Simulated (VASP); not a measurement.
Set up this calculation in VASP 6.6.1, as the native input.

```yaml
Task: relaxation of cell and atoms
Functional: PBE
Potentials_or_basis: VASP PAW PBE potentials, release 64 (Sc_sv, Cu)
Cutoff: 600 eV
k_mesh: 6 × 6 × 4
Occupations: gaussian, width 0.1 eV
Spin: no spin polarisation
Dipole_correction: no
Further_INCAR_settings: ALGO = Fast; EDIFF = 1e-06; IBRION = 2; EDIFFG = -0.04; NSW = 90; ISIF = 3
```

The structure of Sc2Cu3 lies in POSCAR:

```
Sc2Cu3
1.0
    4.8232937700      0.0000000000      0.0000000000
   -2.4116468900      4.1770949400      0.0000000000
    0.0000000000      0.0000000000      4.4473779200
Sc Cu
2 3
Direct
    0.3333333300      0.6666666700      0.5000000000
    0.6666666700      0.3333333300      0.5000000000
    0.3333333300      0.6666666700      0.0000000000
    0.6666666700      0.3333333300      0.0000000000
    0.0000000000      0.0000000000      0.5000000000
```

The cell was generated, and may not be a known phase.

One way to write it, as run:

INCAR

```
SYSTEM = Sc2Cu3
ALGO = Fast
EDIFF = 1E-6
EDIFFG = -0.04
ENCUT = 600
GGA = PE
IBRION = 2
ISIF = 3
ISMEAR = 0
LASPH = .True.
LCHARG = .False.
LREAL = .False.
LWAVE = .False.
NELM = 80
NSW = 90
PREC = Accurate
SIGMA = 0.1
```

KPOINTS

```
k-points
0
Gamma
  6 6 4
  0 0 0
```

Potentials or basis: VASP PAW PBE potentials, release 64 (Sc_sv, Cu).

Launch:

```sh
$ cat potpaw_PBE.64/Sc_sv/POTCAR potpaw_PBE.64/Cu/POTCAR > POTCAR
$ mpirun -np 1 vasp_std > vasp.out
```

Results of the run:

| Property | Result |
| --- | --- |
| Relaxed volume | 20.73 Å³/atom |
| Relaxed cell | a = 4.824 Å, b = 4.824 Å, c = 5.143 Å, α = 90.00°, β = 90.00°, γ = 120.00° |
| Space group after relaxing (to 0.1 Å) | P6/mmm (No. 191) |
| Energy gained by relaxing | 229.4 meV/atom |
| Ionic steps | 7 |
| Pressure after relaxing | -0.1 GPa |
| Band gap on the k mesh | zero (an odd number of electrons rules out a gap without spin polarisation) |

Caveat: the volume moved by over 15 % at a fixed basis, so the end points are rough.

It took 14 min on 1 thread of Oxide Virtual Turin-like Processor, on a shared host, peak memory 0.24 GiB.
